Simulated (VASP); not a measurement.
# Fe2Ge (P6/mmm) in VASP: a series of runs, part 2 of 2

VASP 6.6.1.

## 3. Relaxation of cell and atoms, PBEsol, collinear spin, ferromagnetic start

This run uses another cell than the first one, of 13.14 Å³/atom.

INCAR

```
PREC = Accurate ; ENCUT = 600
EDIFF = 1E-7 ; ISMEAR = -1
SIGMA = 0.05 ; LREAL = False
LASPH = True ; NELM = 150
ALGO = Normal ; ISIF = 3
LWAVE = False ; LCHARG = False
ISPIN = 2 ; MAGMOM = 3.5 3.5 0
LORBIT = 11 ; LMAXMIX = 4
GGA = PS ; IBRION = 2
NSW = 80 ; EDIFFG = -0.02
```

KPOINTS

```
regular mesh
0
Gamma
  6 6 8
```

POSCAR

```
Fe2Ge
1.0
    4.1636340000      0.0000000000      0.0000000000
   -2.0818170000      3.6058130000      0.0000000000
    0.0000000000      0.0000000000      2.6264660000
Fe Ge
2 1
Direct
    0.6666666667      0.3333333333      0.5000000000
    0.3333333333      0.6666666667      0.5000000000
    0.0000000000      0.0000000000      0.0000000000
```

Potentials or basis: VASP PAW PBE potentials, release 64 (Fe, Ge_d).

The run is started by

```
$ cat potpaw_PBE.64/Fe/POTCAR potpaw_PBE.64/Ge_d/POTCAR > POTCAR
$ mpirun -np 1 vasp_std > vasp.out
```

OUTCAR:

```text
PREC = Accurate
   ENCUT = 600
   EDIFF = 1E-7
   ISMEAR = -1
   LREAL = False
   LASPH = True
   NELM = 150
   ISIF = 3
   ISPIN = 2
   LORBIT = 11
   GGA = PS
   IBRION = 2
   NSW = 80
   EDIFFG = -0.02

 ion  position               nearest neighbor table
   1  0.667  0.333  0.500-   2 2.40   2 2.40   2 2.40   3 2.74   3 2.74   3 2.74   3 2.74   3 2.74
                             3 2.74
   2  0.333  0.667  0.500-   1 2.40   1 2.40   1 2.40   3 2.74   3 2.74   3 2.74   3 2.74   3 2.74
                             3 2.74
   3  0.000  0.000  0.000-   1 2.74   2 2.74   1 2.74   2 2.74   1 2.74   1 2.74   2 2.74   2 2.74
                             1 2.74   1 2.74   2 2.74   2 2.74

  LATTYP: Found a hexagonal cell.
 ALAT       =     4.1636340000
 C/A-ratio  =     0.6308109695

  Lattice vectors:

 A1 = (   4.1636340000,   0.0000000000,   0.0000000000)
 A2 = (  -2.0818170000,   3.6058130000,   0.0000000000)
 A3 = (   0.0000000000,   0.0000000000,   2.6264660000)

Analysis of symmetry for initial positions (statically):
[... 390 lines left out ...]
 Fermi energy:         7.9080389621

 spin component 1

 k-point     1 :       0.0000    0.0000    0.0000
  band No.  band energies     occupation
      1     -17.3375      1.00000
      2     -17.0939      1.00000
      3     -17.0939      1.00000
      4     -17.0917      1.00000
      5     -17.0917      1.00000
      6      -5.2442      1.00000
[... 613 lines left out ...]
     22      14.9014      0.00000
     23      16.7130      0.00000

 [... further k-points ...]

 spin component 2

 k-point     1 :       0.0000    0.0000    0.0000
  band No.  band energies     occupation
      1     -17.3419      1.00000
      2     -17.0926      1.00000
      3     -17.0926      1.00000
      4     -17.0888      1.00000
      5     -17.0888      1.00000
      6      -5.1350      1.00000
[... 645 lines left out ...]
  FREE ENERGIE OF THE ION-ELECTRON SYSTEM (eV)
  ---------------------------------------------------
  free  energy   TOTEN  =       -22.1796886765 eV

  energy  without entropy=      -22.1526586009  energy(sigma->0) =      -22.16617364

 reached required accuracy - stopping structural energy minimisation

 total charge

# of ion       s       p       d       tot
------------------------------------------
    1        0.443   0.483   6.407   7.334
    2        0.443   0.483   6.407   7.334
    3        1.078   1.231  10.111  12.420
--------------------------------------------------
tot          1.964   2.198  22.925  27.087

 magnetization (x)

# of ion       s       p       d       tot
------------------------------------------
    1        0.001   0.012   2.144   2.157
    2        0.001   0.012   2.144   2.157
    3        0.022  -0.050   0.003  -0.024
--------------------------------------------------
tot          0.024  -0.025   4.292   4.290
```

CONTCAR:

```text
Fe2Ge
   1.00000000000000
     4.0472132378081778    0.0000000000000000    0.0000000000000000
    -2.0236066189040889    3.5049896470285389    0.0000000000000000
     0.0000000000000000   -0.0000000000000000    2.5956050211510693
  Fe              Ge
     2     1
Direct
     0.6666666667000030    0.3333333332999970    0.5000000000000000
     0.3333333332999970    0.6666666667000030    0.5000000000000000
     0.0000000000000000    0.0000000000000000    1.0000000000000000

  0.00000000E+00  0.00000000E+00  0.00000000E+00
  0.00000000E+00  0.00000000E+00  0.00000000E+00
  0.00000000E+00  0.00000000E+00  0.00000000E+00
```

Run time: 8.8 min. Hardware: 1 thread of Intel Xeon 8259CL, shared host; peak memory 0.24 GiB.

Results:

```
Free energy                                           : -22.1797 eV
Relaxed volume                                        : 12.27 Å³/atom
Relaxed cell                                          : a = 4.047 Å, b = 4.047 Å, c = 2.596 Å, α = 90.00°, β = 90.00°, γ = 120.00°
Space group after relaxing (to 0.1 Å)                 : P6/mmm (No. 191)
Energy gained by relaxing                             : 19.3 meV/atom
Ionic steps                                           : 6
Pressure after relaxing                               : -0.2 GPa
Net moment                                            : 4.38 μB per cell
Site moments                                          : Fe +2.16; Ge -0.02 μB
Valence electrons inside the program's atomic spheres : Fe 7.33; Ge 12.42
```

Stress tensor (GPa, compression positive):
```
-0.23  0.00  0.00
 0.00 -0.23  0.00
 0.00  0.00 -0.09
```

The path:
| step | energy change (eV) | largest force (eV/Å) | pressure (GPa) | volume (Å³) |
| --- | --- | --- | --- | --- |
| 1 | 0.0000 | 0.0000 | -6.89 | 39.43 |
| 2 | -0.0551 | 0.0000 | 1.61 | 36.29 |
| 3 | -0.0571 | 0.0000 | -0.02 | 36.83 |
| 4 | -0.0571 | 0.0000 | 0.16 | 36.78 |
| 5 | -0.0577 | 0.0000 | -0.03 | 36.80 |
| 6 | -0.0578 | 0.0000 | -0.19 | 36.82 |

Final structure:
```xyz
3
Lattice="4.0472 0.0000 0.0000 -2.0236 3.5050 0.0000 0.0000 0.0000 2.5956" Properties=species:S:1:pos:R:3 pbc="T T T"
Fe    2.0236    1.1683    1.2978
Fe    0.0000    2.3367    1.2978
Ge    0.0000    0.0000    2.5956
```

Levels at points of the mesh, in eV from the Fermi level:
Spin up:
```tsv
k point	band 15	band 16	band 17	band 18	band 19	band 20
(0.00, 0.00, 0.00)	-1.21	-1.21	0.78	2.47	2.47	3.14
(0.50, 0.00, 0.00)	-1.44	-1.14	-1.05	-0.67	2.63	9.68
(0.00, 0.00, 0.50)	-2.30	-0.35	-0.01	3.96	3.96	5.23
(0.50, 0.00, 0.50)	-0.89	-0.44	-0.33	0.16	2.54	3.88
```
Spin down:
```csv
k point,band 10,band 11,band 12,band 13,band 14,band 15,band 16,band 17
"(0.00, 0.00, 0.00)",-1.41,-1.31,-1.31,0.25,0.25,1.27,1.37,1.37
"(0.50, 0.00, 0.00)",-1.93,-1.70,-1.60,0.06,0.17,0.77,1.11,1.30
"(0.00, 0.00, 0.50)",-1.33,-1.33,-1.09,-1.09,-0.52,-0.52,1.14,1.90
"(0.50, 0.00, 0.50)",-2.30,-1.59,-1.42,0.52,0.72,1.12,1.46,1.71
```

Caveat: the PAW data sets were made with another functional, which shifts forces and pressure a little.
